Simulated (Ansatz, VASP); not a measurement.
MnAs in VASP and in Ansatz

```
Mn As
1.0
     0.00000    2.53920    2.53920
     2.53920    0.00000    2.53920
     2.53920    2.53920    0.00000
Mn As
1 1
Direct
  0.00000 0.00000 0.00000
  0.50000 0.50000 0.50000
```

Change from the starting cell: volume scaled by 0.95.

Alike in both runs: task single point; functional PBE; k mesh 12 × 12 × 12; occupations fermi-dirac, width 0.08 eV; collinear spin.

|  | VASP | Ansatz |
| --- | --- | --- |
| version | VASP 6.6.1 | Ansatz 0.2.0 |
| potentials or method | VASP PAW PBE potentials, release 64 (Mn_pv, As), cutoff 520 eV | all-electron LAPW, scalar-relativistic |

|  | VASP | Ansatz | Ansatz less VASP |
| --- | --- | --- | --- |
| pressure (GPa) | 4.3 | 4.2 | -0.11 |
| net moment per atom (μB) | 1.77 | 1.77 | +0.005 |
| size of the moment on the site where the two differ most (μB) | 3.49 | 3.54 | +0.050 |

Site moments also hang on the region over which each program counts them. Ansatz ran all-electron here, and VASP with PAW potentials.
